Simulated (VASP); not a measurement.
The system is PtS2.

```
Pt S
1.0
     3.61269    0.00000    0.00000
    -1.80635    3.12868    0.00000
     0.00000    0.00000    5.13763
Pt S
1 2
Direct
  0.00000 0.00000 0.00000
  0.66667 0.33333 0.77300
  0.33333 0.66667 0.22700
```

Base run:

| Quantity | Value |
| --- | --- |
| Program | VASP 6.6.1 |
| Functional | r2SCAN |
| Potentials or basis | VASP PAW PBE potentials, release 64 (Pt, S) |
| Cutoff | 520 eV |
| k mesh | 9 × 9 × 5 |
| Occupations | fermi-dirac, width 0.05 eV |
| Spin | no spin polarisation |

Its results: band gap on the k mesh 1.11 eV, indirect (least direct gap 1.18 eV); pressure 0.1 GPa; largest force 0.373 eV/Å.

Q: The run is repeated on the same cell with these changes: k mesh from 9 × 9 × 5 to 7 × 7 × 5. What comes out?

A: Band gap on the k mesh 0.99 eV, indirect (least direct gap 1.27 eV); pressure 0.1 GPa; largest force 0.374 eV/Å.

Caveats: the PAW data sets were made with another functional, which shifts forces and pressure a little; spin-orbit coupling is left out, which moves the levels of the heavy elements.

A k mesh can miss the band edges.
